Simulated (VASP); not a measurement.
# Ga (Cmcm) in VASP: single point with PBEsol

Aim: the single point of Ga with PBEsol.

Program: VASP 6.6.1. These are calculated values, not measurements. Logs are shortened: lines on timing, memory, paths and dates and some standing lists are left out, and cuts for length are marked.

### 1 The cell of the first run

Symmetry: Cmcm, No. 63, orthorhombic system. The conventional cell has a = 2.738 Å, b = 7.905 Å, c = 3.314 Å, α = 90.00°, β = 90.00°, γ = 90.00°. Ga (site symmetry m2m) has 10 Ga at 2.69 to 3.31 Å within 3.5 Å.

### 2 Single point, PBEsol

The input, POSCAR:

```
Ga
1.0
    1.3689902114     -3.9525606391      0.0000000000
    1.3689902114      3.9525606391      0.0000000000
    0.0000000000      0.0000000000      3.3137977700
Ga
2
Direct
    0.8661296380      0.1338703620      0.2500000000
    0.1338703620      0.8661296380      0.7500000000
```

The input, INCAR.step1:

```
PREC     = Accurate       # precision mode
ENCUT    = 520            # plane-wave cutoff, eV
EDIFF    = 1E-6           # SCF threshold, eV
ISMEAR   = 0              # smearing method
SIGMA    = 0.1            # smearing width, eV
LREAL    = F              # projectors in reciprocal space
LASPH    = T              # aspherical terms in the spheres
NELM     = 80             # most SCF steps
ALGO     = Fast           # electronic algorithm
ISIF     = 2              # what is computed and relaxed
LWAVE    = F              # write WAVECAR
LCHARG   = T              # write CHGCAR
GGA      = PS             # functional
NBANDS   = 20             # bands
```

The input, KPOINTS.step1:

```
regular mesh
0
Gamma
  16 16 14
```

The input, INCAR.step2:

```
PREC     = Accurate       # precision mode
ENCUT    = 520            # plane-wave cutoff, eV
EDIFF    = 1E-6           # SCF threshold, eV
ISMEAR   = -5             # smearing method
SIGMA    = 0.1            # smearing width, eV
LREAL    = F              # projectors in reciprocal space
LASPH    = T              # aspherical terms in the spheres
NELM     = 80             # most SCF steps
ALGO     = Fast           # electronic algorithm
ISIF     = 2              # what is computed and relaxed
LWAVE    = F              # write WAVECAR
LCHARG   = F              # write CHGCAR
GGA      = PS             # functional
LORBIT   = 11             # projections on sites
NBANDS   = 20             # bands
NEDOS    = 1001           # points of the DOS
ICHARG   = 11             # starting density
```

The input, KPOINTS.step2:

```
regular mesh
0
Gamma
  24 24 21
```

Potentials or basis: VASP PAW PBE potentials, release 64 (Ga_d).

Run with:

```sh
$ cat potpaw_PBE.64/Ga_d/POTCAR > POTCAR
$ cp INCAR.step1 INCAR
$ cp KPOINTS.step1 KPOINTS
$ mpirun -np 1 vasp_std > vasp.out
$ cp INCAR.step2 INCAR
$ cp KPOINTS.step2 KPOINTS
$ mpirun -np 1 vasp_std > vasp.out
```

OUTCAR:

```text
PREC = Accurate
   ENCUT = 520
   EDIFF = 1E-6
   ISMEAR = -5
   LREAL = F
   LASPH = T
   NELM = 80
   ISIF = 2
   GGA = PS
   LORBIT = 11
   ICHARG = 11

 ion  position               nearest neighbor table
   1  0.866  0.134  0.250-   2 2.69   2 2.69   2 2.83   2 2.83   2 2.83   2 2.83
   2  0.134  0.866  0.750-   1 2.69   1 2.69   1 2.83   1 2.83   1 2.83   1 2.83

  LATTYP: Found a base centered orthorhombic cell.
 ALAT       =     2.7379804228
 B/A-ratio  =     2.8872088392
 C/A-ratio  =     1.2103073281

  Lattice vectors:

 A1 = (   1.3689902114,  -3.9525606391,   0.0000000000)
 A2 = (   1.3689902114,   3.9525606391,   0.0000000000)
 A3 = (   0.0000000000,   0.0000000000,   3.3137977700)

Analysis of symmetry for initial positions (statically):
=====================================================================
 Subroutine PRICEL returns:
 Original cell was already a primitive cell.

 Routine SETGRP: Setting up the symmetry group for a
 base centered orthorhombic supercell.

 Subroutine GETGRP returns: Found  8 space group operations
 (whereof  4 operations were pure point group operations)
 out of a pool of  8 trial point group operations.

The static configuration has the point symmetry C_2h.
 The point group associated with its full space group is D_2h.

Analysis of symmetry for dynamics (positions and initial velocities):
=====================================================================
 Subroutine PRICEL returns:
 Original cell was already a primitive cell.

 Routine SETGRP: Setting up the symmetry group for a
 base centered orthorhombic supercell.

 Subroutine GETGRP returns: Found  8 space group operations
 (whereof  4 operations were pure point group operations)
 out of a pool of  8 trial point group operations.

The dynamic configuration has the point symmetry C_2h.
 The point group associated with its full space group is D_2h.

 Subroutine INISYM returns: Found  8 space group operations
 (whereof  4 operations are pure point group operations),
 and found     1 'primitive' translations

----------------------------------------------------------------------------------------

                                     Primitive cell

  volume of cell :      35.8620

  direct lattice vectors                    reciprocal lattice vectors
     1.368990211 -3.952560639  0.000000000     0.365232706 -0.126500273  0.000000000
     1.368990211  3.952560639  0.000000000     0.365232706  0.126500273  0.000000000
     0.000000000  0.000000000  3.313797770     0.000000000  0.000000000  0.301768566

  length of vectors
     4.182925986  4.182925986  3.313797770     0.386519403  0.386519403  0.301768566

  position of ions in fractional coordinates (direct lattice)
     0.866129638  0.133870362  0.250000000
     0.133870362  0.866129638  0.750000000

  ion indices of the primitive-cell ions
   primitive index   ion index
                 1           1
                 2           2

----------------------------------------------------------------------------------------

 KPOINTS: regular mesh

Automatic generation of k-mesh.
 Grid dimensions read from file:
 generate k-points for:   24   24   21

 Generating k-lattice:

  Cartesian coordinates                     Fractional coordinates (reciprocal lattice)
     0.015218029 -0.005270845  0.000000000     0.041666667  0.000000000  0.000000000
     0.015218029  0.005270845  0.000000000     0.000000000  0.041666667  0.000000000
     0.000000000  0.000000000  0.014369932     0.000000000  0.000000000  0.047619048

  Length of vectors
     0.016104975  0.016104975  0.014369932

  Shift w.r.t. Gamma in fractional coordinates (k-lattice)
     0.000000000  0.000000000  0.000000000

 TETIRR: Found  18156 inequivalent tetrahedra from    72576

 Subroutine IBZKPT returns following result:
 ===========================================

 Found   1727 irreducible k-points:

 Following reciprocal coordinates:
            Coordinates               Weight
  0.000000  0.000000  0.000000      1.000000
  0.041667  0.000000  0.000000      4.000000
  0.083333  0.000000  0.000000      4.000000
  0.125000  0.000000  0.000000      4.000000
  0.166667  0.000000  0.000000      4.000000
  0.208333  0.000000  0.000000      4.000000
[... 16 lines left out ...]
  0.416667  0.041667  0.000000      4.000000
  0.458333  0.041667  0.000000      4.000000
 [... further k-points ...]
   k-points           NKPTS =   1727   k-points in BZ     NKDIM =   1727   number of bands    NBANDS=     20
   number of dos      NEDOS =   1001   number of ions     NIONS =      2
   total plane-waves  NPLWV =  28672
   dimension x,y,z NGX =    32 NGY =   32 NGZ =   28
   dimension x,y,z NGXF=    64 NGYF=   64 NGZF=   56
   ions per type =               2
   NGX,Y,Z   is equivalent  to a cutoff of  12.72, 12.72, 14.05 a.u.
   NGXF,Y,Z  is equivalent  to a cutoff of  25.44, 25.44, 28.09 a.u.
 SYSTEM =  unknown system
   PREC   = accura    normal or accurate (medium, high low for compatibility)
   ISTART =      0    job   : 0-new  1-cont  2-samecut
   ICHARG =     11    charge: 1-file 2-atom 10-const
   ISPIN  =      1    spin polarized calculation?
   LNONCOLLINEAR =      F non collinear calculations
   LSORBIT =      F    spin-orbit coupling
   LASPH  =      T    aspherical Exc in radial PAW
   ENCUT  =  520.0 eV  38.22 Ry    6.18 a.u.   7.78  7.78  6.16*2*pi/ulx,y,z
   NELM   =     80;   NELMIN=  2; NELMDL=  0     # of ELM steps
   EDIFF  = 0.1E-05   stopping-criterion for ELM
   LREAL  =      F    real-space projection
   EDIFFG = 0.1E-04   stopping-criterion for IOM
   NSW    =      0    number of steps for IOM
   IBRION =     -1    ionic relax: 0-MD 1-quasi-New 2-CG
   NFREE  =      0    steps in history (QN), initial steepest desc. (CG)
   ISIF   =      2    stress and relaxation
   ISYM   =      2    0-nonsym 1-usesym 2-fastsym
   POTIM  = 0.5000    time-step for ionic-motion
   TEBEG  =    0.0;   TEEND  =   0.0 temperature during run
   PSTRESS=    0.0 pullay stress
   NELECT =      26.0000    total number of electrons
   NUPDOWN=      -1.0000    fix difference up-down
   EMIN   =  10.00;   EMAX   =-10.00  energy-range for DOS
   EFERMI =   0.00;   METHOD = LEGACY
   ISMEAR =    -5;   SIGMA  =   0.10  broadening in eV -4-tet -1-fermi 0-gaus
   EFERMI_NEDOS =   21; number of points for ismear=-14 and -15
   IALGO  =     68    algorithm
   IMIX   =      4    mixing-type and parameters
     AMIX     =   0.40;   BMIX     =  1.00
     AMIX_MAG =   1.60;   BMIX_MAG =  1.00
  volume/ion in A,a.u.               =      17.93       121.00
  Fermi-wavevector in a.u.,A,eV,Ry     =   1.470689  2.779200 29.428416  2.162928
  Thomas-Fermi vector in A             =   2.585916
   LORBIT       =     11    0 simple, 1 ext, 2 COOP (PROOUT), +10 PAW based schemes
   GGA     = PS    functional components
   LHFCALC =     F    Hartree Fock is set to
   AEXX    =    0.0000 exact exchange contribution
   IVDW    =     0    specifies the selected vdW correction
   LEPSILON=     F    determine dielectric tensor
   LRPA    =     F    only Hartree local field effects (RPA)
 non-spin polarized calculation
 RMM-DIIS sequential band-by-band and
 Fermi weights with tetrahedron method with Bloechl corrections
  energy-cutoff  :      520.00
  volume of cell :       35.86
 maximum number of plane-waves:       990

 number of electron      26.0000001 magnetization

 Free energy of the ion-electron system (eV)
  ---------------------------------------------------
  ext. energy  EPLUGINS =         0.00000000
  ---------------------------------------------------
  free energy    TOTEN  =        -6.68280493 eV

  energy without entropy =       -6.68280493  energy(sigma->0) =       -6.68280493

 E-fermi :   5.8507     XC(G=0): -11.3656

 val. band max:        5.9069298769   @ k =   0.5000   0.1250   0.4286
 cond. band min:       5.7039504384   @ k =   0.4583   0.2083   0.2857
 fundamental gap:     -0.2029794385
 Fermi energy:         5.8506590637

 k-point     1 :       0.0000    0.0000    0.0000
  band No.  band energies     occupation
      1      -9.3310      2.00000
      2      -9.3296      2.00000
      3      -9.2718      2.00000
      4      -9.2705      2.00000
      5      -8.9710      2.00000
      6      -8.9710      2.00000
[... 12 lines left out ...]
     19      16.8013      0.00000
     20      19.1614      0.00000

 k-point     2 :       0.0417    0.0000    0.0000
  band No.  band energies     occupation
      1      -9.3280      2.00000
      2      -9.3272      2.00000
      3      -9.2720      2.00000
      4      -9.2591      2.00000
      5      -8.9744      2.00000
      6      -8.9737      2.00000
[... 12 lines left out ...]
     19      16.9747      0.00000
     20      19.6614      0.00000

 k-point     3 :       0.0833    0.0000    0.0000
  band No.  band energies     occupation
      1      -9.3236      2.00000
      2      -9.3169      2.00000
      3      -9.2630      2.00000
      4      -9.2353      2.00000
      5      -8.9846      2.00000
      6      -8.9822      2.00000
[... 12 lines left out ...]
     19      17.1028      0.00000
     20      19.9042      0.00000

 k-point     4 :       0.1250    0.0000    0.0000
  band No.  band energies     occupation
      1      -9.3166      2.00000
      2      -9.3023      2.00000
      3      -9.2450      2.00000
      4      -9.2003      2.00000
      5      -9.0010      2.00000
      6      -8.9963      2.00000
[... 429 lines left out ...]
 k-point    23 :       0.4167    0.0417    0.0000
  band No.  band energies     occupation
      1      -9.2640      2.00000
      2      -9.2502      2.00000
      3      -9.1796      2.00000
      4      -9.1605      2.00000
      5      -9.1184      2.00000
      6      -9.0073      2.00000
[... 12 lines left out ...]
     19      16.0046      0.00000
     20      18.1585      0.00000

 k-point    24 :       0.4583    0.0417    0.0000
  band No.  band energies     occupation
      1      -9.2591      2.00000
      2      -9.2547      2.00000
      3      -9.1883      2.00000
      4      -9.1560      2.00000
      5      -9.1185      2.00000
      6      -9.0031      2.00000
[... 12 lines left out ...]
     19      16.3780      0.00000
     20      17.5117      0.00000

 [... further k-points ...]

------------------------ aborting loop because EDIFF is reached ----------------------------------------

  FORCE on cell =-STRESS in cart. coord.  units (eV):
  Direction    XX          YY          ZZ          XY          YZ          ZX
  --------------------------------------------------------------------------------------
  -------------------------------------------------------------------------------------
  Total        0.0150768      0.1102823      0.0033599      0.0000000      0.0000000      0.0000000
  in kB        0.6735730      4.9269876      0.1501085      0.0000000      0.0000000      0.0000000
  external PRESSURE =       1.9168897 kB  Pullay stress =       0.0000000 kB

 VOLUME and BASIS-vectors are now :
 -----------------------------------------------------------------------------
  energy-cutoff  :      520.00
  volume of cell :       35.86
      direct lattice vectors                 reciprocal lattice vectors
     1.368990211 -3.952560639  0.000000000     0.365232706 -0.126500273  0.000000000
     1.368990211  3.952560639  0.000000000     0.365232706  0.126500273  0.000000000
     0.000000000  0.000000000  3.313797770     0.000000000  0.000000000  0.301768566

 POSITION                                       TOTAL-FORCE (eV/Angst)
 -----------------------------------------------------------------------------------
      1.36899     -2.89430      0.82845         0.000000     -0.004516      0.000000
      1.36899      2.89430      2.48535         0.000000      0.004516      0.000000
 -----------------------------------------------------------------------------------
    total drift:                               -0.000000     -0.000000      0.000000

  FREE ENERGIE OF THE ION-ELECTRON SYSTEM (eV)
  ---------------------------------------------------
  free  energy   TOTEN  =        -6.6828049296 eV

  energy  without entropy=       -6.6828049296  energy(sigma->0) =       -6.68280493

 total charge

# of ion       s       p       d       tot
------------------------------------------
    1        0.990   0.644   9.964  11.598
    2        0.990   0.644   9.964  11.598
--------------------------------------------------
tot          1.981   1.288  19.928  23.196
```

Run time: 28 min. Hardware: 1 thread of Intel Xeon 8259CL, shared host; peak memory 1 GiB.

What came out:

```
Valence electrons inside the program's atomic spheres : Ga 11.60
```

Caveat: the PAW data sets were made with another functional, which shifts forces and pressure a little.
